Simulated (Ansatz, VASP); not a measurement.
## Two plane-wave programs on Pt2Se3

```
Pt Se
1.0
     3.76225    0.00000    0.00000
    -1.88112    3.25820    0.00000
     0.00000    0.00000    8.83643
Pt Se
2 3
Direct
  0.33333 0.66667 0.18947
  0.66667 0.33333 0.81053
  0.00000 0.00000 0.00000
  0.33333 0.66667 0.67569
  0.66667 0.33333 0.32431
```

Alike in both runs: functional PBE; k mesh 12 × 12 × 4; occupations gaussian, width 0.1 eV; no spin polarisation.

Ansatz relaxed the structure, and its values are those at the end. VASP's run is a single point on that final structure, the one shown.

```csv
,VASP,Ansatz
version,VASP 6.6.1,Ansatz 0.2.0
potentials or method,"VASP PAW PBE potentials, release 64 (Pt, Se), cutoff 520 eV","scalar-relativistic, plane waves, PAW"
valence electrons in the cell,38,84
```

|  | VASP | Ansatz | Ansatz less VASP |
| --- | --- | --- | --- |
| gap on the k mesh at the Fermi level (eV) | none | none | - |
| pressure (GPa) | 0.0 | 0.0 | +0.04 |
| rms of the force components (eV/Å) | 0.007 | 0.001 | -0.0060 |

A gap of «none» marks a metal or a gap that the smearing closes. VASP's potentials hold 38 valence electrons a cell and Ansatz's 84, so a difference there can come from the potentials and not from the codes.

Spin-orbit coupling is off throughout.
